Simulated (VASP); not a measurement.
Here is a VASP 6.6.1 calculation.

Contents of INCAR:

```
SYSTEM = Cu3Pd
PREC = Accurate
ENCUT = 520
EDIFF = 1E-6
ISMEAR = -1
SIGMA = 0.05
LREAL = .FALSE.
LASPH = .TRUE.
NELM = 80
ALGO = Normal
ISIF = 2
LWAVE = .FALSE.
LCHARG = .FALSE.
GGA = PS
NBANDS = 30
```

KPOINTS

```
Automatic mesh
0
G
  9 9 9
  0 0 0
```

POSCAR

```
Cu3Pd
1.0
    3.7095517465      0.0000000000      0.0000000000
    0.0000000000      3.7095517465      0.0000000000
    0.0000000000      0.0000000000      3.7095517465
Cu Pd
3 1
Direct
    0.0000000000      0.5000000000      0.5000000000
    0.5000000000      0.0000000000      0.5000000000
    0.5000000000      0.5000000000      0.0000000000
    0.0000000000      0.0000000000      0.0000000000
```

Potentials or basis: VASP PAW PBE potentials, release 64 (Cu, Pd).

Run with:

```console
$ cat potpaw_PBE.64/Cu/POTCAR potpaw_PBE.64/Pd/POTCAR > POTCAR
$ mpirun -np 1 vasp_std > vasp.out
```

(1) Estimate the pressure.

Answers

(1) -6.6 GPa.

Caveat: the PAW data sets were made with another functional, which shifts forces and pressure a little.
